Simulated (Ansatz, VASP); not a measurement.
# One calculation of Ba, two programs

```xyz
1
Lattice="0.0000 3.2231 3.2231 3.2231 0.0000 3.2231 3.2231 3.2231 0.0000" Properties=species:S:1:pos:R:3 pbc="T T T"
Ba    0.0000    0.0000    0.0000
```

Alike in both runs: functional r2SCAN; k mesh 9 × 9 × 9; occupations fermi-dirac, width 0.1 eV; no spin polarisation.

Ansatz relaxed the structure, and its values are those at the end. VASP's run is a single point on that final structure, the one shown.

|  | VASP | Ansatz |
| --- | --- | --- |
| version | VASP 6.6.1 | Ansatz 0.2.0 |
| potentials or method | VASP PAW PBE potentials, release 64 (Ba_sv), cutoff 520 eV | plane waves (500 eV) with PAW, scalar-relativistic |
| valence electrons in the cell | 10 | 10 |

```csv
,VASP,Ansatz,Ansatz less VASP
pressure (GPa),0.1,0.0,-0.04
```

VASP's potentials were made for PBE, not for r2SCAN.

Spin-orbit coupling is off throughout.
